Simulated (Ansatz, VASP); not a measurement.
Rb in VASP and in Ansatz

File INCAR:

```
SYSTEM = Rb
PREC     = Accurate       ! precision mode
ENCUT    = 520            ! plane-wave cutoff, eV
EDIFF    = 1E-6           ! SCF threshold, eV
ISMEAR   = -1             ! smearing method
SIGMA    = 0.05           ! smearing width, eV
LREAL    = .FALSE.        ! projectors in reciprocal space
LASPH    = .TRUE.         ! aspherical terms in the spheres
NELM     = 80             ! most SCF steps
ALGO     = Normal         ! electronic algorithm
ISIF     = 2              ! what is computed and relaxed
LWAVE    = .FALSE.        ! write WAVECAR
LCHARG   = .TRUE.         ! write CHGCAR
GGA      = PS             ! functional
LELF     = .TRUE.         ! ELF
LVHAR    = .TRUE.       
NBANDS   = 16             ! bands
```

The input KPOINTS:

```
regular mesh
0
G
  8 8 8
  0 0 0
```

POSCAR

```
Rb
1.0
    0.0000000000      4.8925637083      4.8925637083
    4.8925637083      0.0000000000      4.8925637083
    4.8925637083      4.8925637083      0.0000000000
Rb
2
Direct
   -0.1250000000     -0.1250000000     -0.1250000000
    0.1250000000      0.1250000000      0.1250000000
```

Input for Ansatz:

```yaml
crystal:
  lattice:
    - [0.0, 4.8925637083, 4.8925637083]
    - [4.8925637083, 0.0, 4.8925637083]
    - [4.8925637083, 4.8925637083, 0.0]
  atoms:
    - { symbol: Rb, position: [-0.125, -0.125, -0.125] }
    - { symbol: Rb, position: [0.125, 0.125, 0.125] }
kpoints:
  mp_grid: { grid: [8, 8, 8] }
scf:
  occupations: { method: fermi_dirac, width: 0.05 }
hamiltonian:
  xc: pbesol
  pseudopotentials: { kind: paw }
output:
  forces: true
  stress: true
  eigenvalues: true
  populations: true
```

Change from the starting cell: volume scaled by 0.9, PAW files.

Alike in both runs: task single point; functional PBEsol; k mesh 8 × 8 × 8; occupations fermi-dirac, width 0.05 eV; no spin polarisation.

|  | VASP | Ansatz |
| --- | --- | --- |
| version | VASP 6.6.1 | Ansatz 0.2.0 |
| potentials or method | VASP PAW PBE potentials, release 64 (Rb_sv) | PAW with Ansatz's default frozen-core files, scalar-relativistic |
| plane-wave cutoff (eV) | 520 | 420 |
| valence electrons in the cell | 18 | 18 |

```tsv
	VASP	Ansatz	Ansatz less VASP
pressure (GPa)	0.1	0.1	0.00
```

VASP's potentials were made for PBE, not for PBEsol. With one functional, cell and mesh, what is left measures potentials, basis and numerics.
